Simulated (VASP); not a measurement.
The system is In.

```
In
1.0
     0.00000    2.35565    2.35565
     2.35565    0.00000    2.35565
     2.35565    2.35565    0.00000
In
1
Direct
  0.00000 0.00000 0.00000
```

| Quantity | Value |
| --- | --- |
| Program | VASP 6.6.1 |
| Task | relaxation of cell and atoms |
| Functional | LDA |
| Potentials or basis | VASP PAW LDA potentials, release 64 (In_d) |
| Cutoff | 600 eV |
| k mesh | 12 × 12 × 12 |
| Occupations | fermi-dirac, width 0.1 eV |
| Spin | no spin polarisation |

At the start: pressure -2.6 GPa; volume 26.14 Å³/atom.

Q: Where does the relaxation end?

A: Over 3 steps the energy falls by 12.8 meV/atom and the volume is 24.65 Å³/atom (-5.7 %); space group Fm-3m (No. 225, to 0.05 Å).

The path:
```csv
step,energy change (eV),largest force (eV/Å),pressure (GPa),volume (Å³)
1,0.0000,0.0000,-2.56,26.14
2,-0.0128,0.0000,0.12,24.59
3,-0.0128,0.0000,-0.03,24.65
```

Final structure:
```
CELL_PARAMETERS angstrom
0.00000 2.30988 2.30988
2.30988 0.00000 2.30988
2.30988 2.30988 0.00000
ATOMIC_POSITIONS crystal
In 0.00000 0.00000 0.00000
```
